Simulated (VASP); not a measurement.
The system is BaZn3.

```
CELL_PARAMETERS angstrom
4.27396 0.00000 0.00000
0.00000 4.27396 0.00000
0.00000 0.00000 4.27396
ATOMIC_POSITIONS crystal
Ba 0.00000 0.00000 0.00000
Zn 0.00000 0.50000 0.50000
Zn 0.50000 0.00000 0.50000
Zn 0.50000 0.50000 0.00000
```

| Quantity | Value |
| --- | --- |
| Program | VASP 6.6.1 |
| Task | relaxation of cell and atoms |
| Functional | PBE |
| Potentials or basis | VASP PAW PBE potentials, release 64 (Ba_sv, Zn) |
| Cutoff | 600 eV |
| k mesh | 4 × 4 × 4 |
| Occupations | gaussian, width 0.1 eV |
| Spin | no spin polarisation |

At the start: pressure 16.8 GPa; volume 19.52 Å³/atom.

**Question.** Where does the relaxation end?

**Answer.** Over 4 steps the energy falls by 324.0 meV/atom and the volume is 27.84 Å³/atom (+42.6 %); space group Pm-3m (No. 221, to 0.05 Å).

The path:
| step | energy change (eV) | largest force (eV/Å) | pressure (GPa) | volume (Å³) |
| --- | --- | --- | --- | --- |
| 1 | 0.0000 | 0.0000 | 16.79 | 78.07 |
| 2 | -1.2482 | 0.0000 | 2.02 | 103.54 |
| 3 | -1.2914 | 0.0000 | 0.58 | 108.95 |
| 4 | -1.2961 | 0.0000 | 0.04 | 111.36 |

Final structure:
```
Ba Zn
1.0
     4.81110    0.00000    0.00000
     0.00000    4.81110    0.00000
     0.00000    0.00000    4.81110
Ba Zn
1 3
Direct
  0.00000 0.00000 0.00000
  0.00000 0.50000 0.50000
  0.50000 0.00000 0.50000
  0.50000 0.50000 0.00000
```

Caveat: the k points lie up to 0.33 Å⁻¹ apart in the final cell; the volume moved by over 15 % at a fixed basis, so the end points are rough.
